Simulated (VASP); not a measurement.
# B (Cmcm) in VASP: notebook

B is run at these levels: PBE; tasks: single point.

All numbers are computed with VASP 6.6.1; they aren't measurements. Logs are shortened: lines on timing, memory, paths and dates and some standing lists are left out, and cuts for length are marked.

## (1) The cell of the first run

It takes space group Cmcm (No. 63, orthorhombic). The conventional cell has a = 8.560 Å, b = 5.131 Å, c = 4.611 Å, α = 90.00°, β = 90.00°, γ = 90.00°. Within 2.1 Å of B (site symmetry 1) lie 4 B at 1.59 to 1.73 Å. Within 2.1 Å of B (site symmetry m) lie 4 B at 1.59 to 1.73 Å.

## (2) Single point, PBE

Input file INCAR:

```
  PREC = Accurate
  ENCUT = 520
  EDIFF = 1E-6
  ISMEAR = 0
  SIGMA = 0.1
  LREAL = F
  LASPH = T
  NELM = 100
  ALGO = Normal
  ISIF = 2
  LWAVE = F
  LCHARG = F
  GGA = PE
  NBANDS = 30
```

Input file KPOINTS:

```
regular mesh
0
Gamma
  4 4 4
```

Input file POSCAR:

```
B
1.0
    4.2798504300     -2.5656376000      0.0000000000
    4.2798504300      2.5656376000      0.0000000000
    0.0000000000      0.0000000000      4.6105439100
B
12
Direct
    0.0137277300      0.3315595500      0.4371671500
    0.3315595500      0.0137277300      0.5628328500
    0.6684404500      0.9862722700      0.0628328500
    0.9862722700      0.6684404500      0.9371671500
    0.9862722700      0.6684404500      0.5628328500
    0.6684404500      0.9862722700      0.4371671500
    0.3315595500      0.0137277300      0.9371671500
    0.0137277300      0.3315595500      0.0628328500
    0.1587246700      0.8412753300      0.4372062500
    0.8412753300      0.1587246700      0.5627937500
    0.1587246700      0.8412753300      0.0627937500
    0.8412753300      0.1587246700      0.9372062500
```

Potentials or basis: VASP PAW PBE potentials, release 64 (B).

Launch:

```
cat potpaw_PBE.64/B/POTCAR > POTCAR
mpirun -np 1 vasp_std > vasp.out
```

OUTCAR:

```text
PREC = Accurate
   ENCUT = 520
   EDIFF = 1E-6
   ISMEAR = 0
   LREAL = F
   LASPH = T
   NELM = 100
   ISIF = 2
   GGA = PE

 ion  position               nearest neighbor table
   1  0.014  0.332  0.437-  10 1.59   5 1.72   8 1.73   2 1.73
   2  0.332  0.014  0.563-   9 1.59   6 1.72   7 1.73   1 1.73
   3  0.668  0.986  0.063-  12 1.59   7 1.72   6 1.73   4 1.73
   4  0.986  0.668  0.937-  11 1.59   8 1.72   5 1.73   3 1.73
   5  0.986  0.668  0.563-   9 1.59   1 1.72   4 1.73   6 1.73
   6  0.668  0.986  0.437-  10 1.59   2 1.72   3 1.73   5 1.73
   7  0.332  0.014  0.937-  11 1.59   3 1.72   2 1.73   8 1.73
   8  0.014  0.332  0.063-  12 1.59   4 1.72   1 1.73   7 1.73
   9  0.159  0.841  0.437-   2 1.59   5 1.59  11 1.73  10 1.73
  10  0.841  0.159  0.563-   1 1.59   6 1.59  12 1.73   9 1.73
  11  0.159  0.841  0.063-   4 1.59   7 1.59   9 1.73  12 1.73
  12  0.841  0.159  0.937-   3 1.59   8 1.59  10 1.73  11 1.73

  LATTYP: Found a base centered orthorhombic cell.
 ALAT       =     5.1312752000
 B/A-ratio  =     1.6681430105
 C/A-ratio  =     0.8985181520

  Lattice vectors:

 A1 = (  -4.2798504300,  -2.5656376000,   0.0000000000)
 A2 = (   4.2798504300,  -2.5656376000,   0.0000000000)
 A3 = (   0.0000000000,   0.0000000000,   4.6105439100)

Analysis of symmetry for initial positions (statically):
=====================================================================
 Subroutine PRICEL returns:
 Original cell was already a primitive cell.

 Routine SETGRP: Setting up the symmetry group for a
 base centered orthorhombic supercell.

 Subroutine GETGRP returns: Found  8 space group operations
 (whereof  4 operations were pure point group operations)
 out of a pool of  8 trial point group operations.

The static configuration has the point symmetry C_2h.
 The point group associated with its full space group is D_2h.

Analysis of symmetry for dynamics (positions and initial velocities):
=====================================================================
 Subroutine PRICEL returns:
 Original cell was already a primitive cell.

 Routine SETGRP: Setting up the symmetry group for a
 base centered orthorhombic supercell.

 Subroutine GETGRP returns: Found  8 space group operations
 (whereof  4 operations were pure point group operations)
 out of a pool of  8 trial point group operations.

The dynamic configuration has the point symmetry C_2h.
 The point group associated with its full space group is D_2h.

 Subroutine INISYM returns: Found  8 space group operations
 (whereof  4 operations are pure point group operations),
 and found     1 'primitive' translations

----------------------------------------------------------------------------------------

                                     Primitive cell

  volume of cell :     101.2526

  direct lattice vectors                    reciprocal lattice vectors
     4.279850430 -2.565637600  0.000000000     0.116826513 -0.194883330  0.000000000
     4.279850430  2.565637600  0.000000000     0.116826513  0.194883330  0.000000000
     0.000000000  0.000000000  4.610543910     0.000000000  0.000000000  0.216894149

  length of vectors
     4.989951503  4.989951503  4.610543910     0.227217839  0.227217839  0.216894149

  position of ions in fractional coordinates (direct lattice)
     0.013727730  0.331559550  0.437167150
     0.331559550  0.013727730  0.562832850
     0.668440450  0.986272270  0.062832850
     0.986272270  0.668440450  0.937167150
     0.986272270  0.668440450  0.562832850
     0.668440450  0.986272270  0.437167150
     0.331559550  0.013727730  0.937167150
     0.013727730  0.331559550  0.062832850
     0.158724670  0.841275330  0.437206250
     0.841275330  0.158724670  0.562793750
     0.158724670  0.841275330  0.062793750
     0.841275330  0.158724670  0.937206250

  ion indices of the primitive-cell ions
   primitive index   ion index
                 1           1
                 2           2
                 3           3
                 4           4
                 5           5
                 6           6
                 7           7
                 8           8
                 9           9
                10          10
                11          11
                12          12

----------------------------------------------------------------------------------------

 KPOINTS: regular mesh

Automatic generation of k-mesh.
 Grid dimensions read from file:
 generate k-points for:    4    4    4

 Generating k-lattice:

  Cartesian coordinates                     Fractional coordinates (reciprocal lattice)
     0.029206628 -0.048720833  0.000000000     0.250000000 -0.000000000  0.000000000
     0.029206628  0.048720833  0.000000000    -0.000000000  0.250000000  0.000000000
     0.000000000  0.000000000  0.054223537     0.000000000  0.000000000  0.250000000

  Length of vectors
     0.056804460  0.056804460  0.054223537

  Shift w.r.t. Gamma in fractional coordinates (k-lattice)
     0.000000000  0.000000000  0.000000000

 Subroutine IBZKPT returns following result:
 ===========================================

 Found     21 irreducible k-points:

 Following reciprocal coordinates:
            Coordinates               Weight
  0.000000  0.000000  0.000000      1.000000
  0.250000  0.000000  0.000000      4.000000
  0.500000  0.000000  0.000000      2.000000
  0.250000  0.250000  0.000000      2.000000
  0.500000  0.250000  0.000000      4.000000
 -0.250000  0.250000  0.000000      2.000000
[... 13 lines left out ...]
 -0.250000  0.250000  0.500000      2.000000
  0.500000  0.500000  0.500000      1.000000
   k-points           NKPTS =     21   k-points in BZ     NKDIM =     21   number of bands    NBANDS=     30
   number of dos      NEDOS =    301   number of ions     NIONS =     12
   total plane-waves  NPLWV =  57600
   dimension x,y,z NGX =    40 NGY =   40 NGZ =   36
   dimension x,y,z NGXF=    80 NGYF=   80 NGZF=   72
   ions per type =              12
   NGX,Y,Z   is equivalent  to a cutoff of  13.33, 13.33, 12.98 a.u.
   NGXF,Y,Z  is equivalent  to a cutoff of  26.65, 26.65, 25.96 a.u.
 SYSTEM =  unknown system
   PREC   = accura    normal or accurate (medium, high low for compatibility)
   ISTART =      0    job   : 0-new  1-cont  2-samecut
   ICHARG =      2    charge: 1-file 2-atom 10-const
   ISPIN  =      1    spin polarized calculation?
   LNONCOLLINEAR =      F non collinear calculations
   LSORBIT =      F    spin-orbit coupling
   LASPH  =      T    aspherical Exc in radial PAW
   ENCUT  =  520.0 eV  38.22 Ry    6.18 a.u.   9.28  9.28  8.57*2*pi/ulx,y,z
   NELM   =    100;   NELMIN=  2; NELMDL= -5     # of ELM steps
   EDIFF  = 0.1E-05   stopping-criterion for ELM
   LREAL  =      F    real-space projection
   EDIFFG = 0.1E-04   stopping-criterion for IOM
   NSW    =      0    number of steps for IOM
   IBRION =     -1    ionic relax: 0-MD 1-quasi-New 2-CG
   NFREE  =      0    steps in history (QN), initial steepest desc. (CG)
   ISIF   =      2    stress and relaxation
   ISYM   =      2    0-nonsym 1-usesym 2-fastsym
   POTIM  = 0.5000    time-step for ionic-motion
   TEBEG  =    0.0;   TEEND  =   0.0 temperature during run
   PSTRESS=    0.0 pullay stress
   NELECT =      36.0000    total number of electrons
   NUPDOWN=      -1.0000    fix difference up-down
   EMIN   =  10.00;   EMAX   =-10.00  energy-range for DOS
   EFERMI =   0.00;   METHOD = LEGACY
   ISMEAR =     0;   SIGMA  =   0.10  broadening in eV -4-tet -1-fermi 0-gaus
   EFERMI_NEDOS =   21; number of points for ismear=-14 and -15
   IALGO  =     38    algorithm
   IMIX   =      4    mixing-type and parameters
     AMIX     =   0.40;   BMIX     =  1.00
     AMIX_MAG =   1.60;   BMIX_MAG =  1.00
  volume/ion in A,a.u.               =       8.44        56.94
  Fermi-wavevector in a.u.,A,eV,Ry     =   1.159775  2.191656 18.300890  1.345077
  Thomas-Fermi vector in A             =   2.296364
   LORBIT       =      0    0 simple, 1 ext, 2 COOP (PROOUT), +10 PAW based schemes
   GGA     = PE    functional components
   LHFCALC =     F    Hartree Fock is set to
   AEXX    =    0.0000 exact exchange contribution
   IVDW    =     0    specifies the selected vdW correction
   LEPSILON=     F    determine dielectric tensor
   LRPA    =     F    only Hartree local field effects (RPA)
 non-spin polarized calculation
 Gauss-broadening in eV      SIGMA  =   0.10
  energy-cutoff  :      520.00
  volume of cell :      101.25
 maximum number of plane-waves:      2747
 NGX is ok and might be reduce to    40
   NGX = 19   NGY = 19   NGZ = 17

 number of electron      36.0000000 magnetization

 Free energy of the ion-electron system (eV)
  ---------------------------------------------------
  ext. energy  EPLUGINS =         0.00000000
  ---------------------------------------------------
  free energy    TOTEN  =       -66.99122214 eV

  energy without entropy =      -66.97612897  energy(sigma->0) =      -66.98367555

 E-fermi :   3.6352     XC(G=0): -10.7086

 val. band max:        3.6069112612   @ k =   0.2500   0.2500   0.0000
 cond. band min:       3.6997453151   @ k =   0.2500   0.0000   0.0000
 fundamental gap:      0.0928340539
 Fermi energy:         3.6351728029

 k-point     1 :       0.0000    0.0000    0.0000
  band No.  band energies     occupation
      1     -11.0245      2.00000
      2      -6.6089      2.00000
      3      -6.4410      2.00000
      4      -4.6935      2.00000
      5      -4.6855      2.00000
      6      -3.9006      2.00000
[... 22 lines left out ...]
     29      12.4828      0.00000
     30      12.8723      0.00000
[... 629 lines left out ...]
  band No.  band energies     occupation
      1      -9.1058      2.00000
      2      -9.1058      2.00000
      3      -7.2673      2.00000
      4      -7.2673      2.00000
      5      -3.9434      2.00000
      6      -3.9434      2.00000
[... 22 lines left out ...]
     29      13.6179      0.00000
     30      13.6179      0.00000

------------------------ aborting loop because EDIFF is reached ----------------------------------------

  FORCE on cell =-STRESS in cart. coord.  units (eV):
  Direction    XX          YY          ZZ          XY          YZ          ZX
  --------------------------------------------------------------------------------------
  -------------------------------------------------------------------------------------
  Total       19.5879889     13.1540574     16.2668569      0.0000000     -0.0000000      0.0000000
  in kB      309.9519474    208.1441711    257.3997776      0.0000000     -0.0000000      0.0000000
  external PRESSURE =     258.4986320 kB  Pullay stress =       0.0000000 kB

 VOLUME and BASIS-vectors are now :
 -----------------------------------------------------------------------------
  energy-cutoff  :      520.00
  volume of cell :      101.25
      direct lattice vectors                 reciprocal lattice vectors
     4.279850430 -2.565637600  0.000000000     0.116826513 -0.194883330  0.000000000
     4.279850430  2.565637600  0.000000000     0.116826513  0.194883330  0.000000000
     0.000000000  0.000000000  4.610543910     0.000000000  0.000000000  0.216894149

 POSITION                                       TOTAL-FORCE (eV/Angst)
 -----------------------------------------------------------------------------------
      1.47778      0.81544      2.01558         1.572178      1.171029     -0.840330
      1.47778     -0.81544      2.59497         1.572178     -1.171029      0.840330
      7.08192      0.81544      0.28969        -1.572178      1.171029      0.840330
      7.08192     -0.81544      4.32085        -1.572178     -1.171029     -0.840330
      7.08192     -0.81544      2.59497        -1.572178     -1.171029      0.840330
      7.08192      0.81544      2.01558        -1.572178      1.171029     -0.840330
      1.47778     -0.81544      4.32085         1.572178     -1.171029     -0.840330
      1.47778      0.81544      0.28969         1.572178      1.171029      0.840330
      4.27985      1.75118      2.01576         0.000000     -2.069738     -1.567354
      4.27985     -1.75118      2.59479         0.000000      2.069738      1.567354
      4.27985      1.75118      0.28951         0.000000     -2.069738      1.567354
      4.27985     -1.75118      4.32103         0.000000      2.069738     -1.567354
 -----------------------------------------------------------------------------------
    total drift:                                0.000000      0.000000      0.000000

  FREE ENERGIE OF THE ION-ELECTRON SYSTEM (eV)
  ---------------------------------------------------
  free  energy   TOTEN  =       -66.9912221397 eV

  energy  without entropy=      -66.9761289673  energy(sigma->0) =      -66.98367555
```

Run time: 55 s. Hardware: 1 thread of Intel Xeon Platinum 8488C (Sapphire Rapids), shared host; peak memory 0.23 GiB.

What came out:

```yaml
Free_energy: -66.9912 eV
Pressure: 25.8 GPa
Largest_force: 2.596 eV/Å
Band_gap_on_the_k_mesh: zero (band 18 reaches 4.03 eV, above the bottom of band 19 at 3.46 eV)
```

Forces in eV/Å, atoms in the order of the input:
```
B    1.572  1.171 -0.840
B    1.572 -1.171  0.840
B   -1.572  1.171  0.840
B   -1.572 -1.171 -0.840
B   -1.572 -1.171  0.840
B   -1.572  1.171 -0.840
B    1.572 -1.171 -0.840
B    1.572  1.171  0.840
B    0.000 -2.070 -1.567
B    0.000  2.070  1.567
B    0.000 -2.070  1.567
B    0.000  2.070 -1.567
```

Caveat: forces of over 1 eV/Å act on the atoms, so gaps and moduli don't describe the material at rest.

(Part 1 of 2 ends here.)
